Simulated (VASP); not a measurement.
# Zr2Si3: single point with PBE

The system is Zr2Si3.

```xyz
5
Lattice="4.5018 0.0000 0.0000 -2.2509 3.8987 0.0000 0.0000 0.0000 5.2403" Properties=species:S:1:pos:R:3 pbc="T T T"
Zr    2.2509    1.2996    2.6201
Zr    0.0000    2.5991    0.0000
Si    0.0000    0.0000    3.9422
Si    0.0000    0.0000    1.2981
Si    2.2509    1.2996    0.0000
```

- Program: VASP 6.6.1
- Task: single point
- Functional: PBE
- Potentials or basis: VASP PAW PBE potentials, release 64 (Zr_sv, Si)
- Cutoff: 520 eV
- k mesh: 12 × 12 × 8
- Occupations: gaussian, width 0.1 eV
- Spin: no spin polarisation

```
Pressure               : 0.0 GPa
Band gap on the k mesh : zero (band 18 reaches 9.92 eV, above the bottom of band 19 at 8.85 eV)
```

Levels at points of the mesh, in eV from the Fermi level:
| k point | band 15 | band 16 | band 17 | band 18 | band 19 | band 20 | band 21 | band 22 |
| --- | --- | --- | --- | --- | --- | --- | --- | --- |
| (0.00, 0.00, 0.00) | -1.31 | -1.31 | -0.92 | -0.92 | -0.15 | -0.15 | 0.81 | 1.87 |
| (0.50, 0.00, 0.00) | -2.76 | -2.48 | -0.70 | -0.43 | 0.59 | 1.36 | 1.63 | 2.25 |
| (0.00, 0.00, 0.50) | -2.49 | -2.49 | -0.50 | 0.84 | 0.84 | 0.97 | 0.97 | 2.13 |
| (0.50, 0.00, 0.50) | -2.28 | -2.10 | -0.31 | -0.15 | 0.41 | 0.82 | 1.30 | 1.45 |

Run time: 100 s on 1 thread of Intel(R) Xeon(R) 6975P-C (Granite Rapids), with other jobs on the host, peak memory 0.34 GiB.
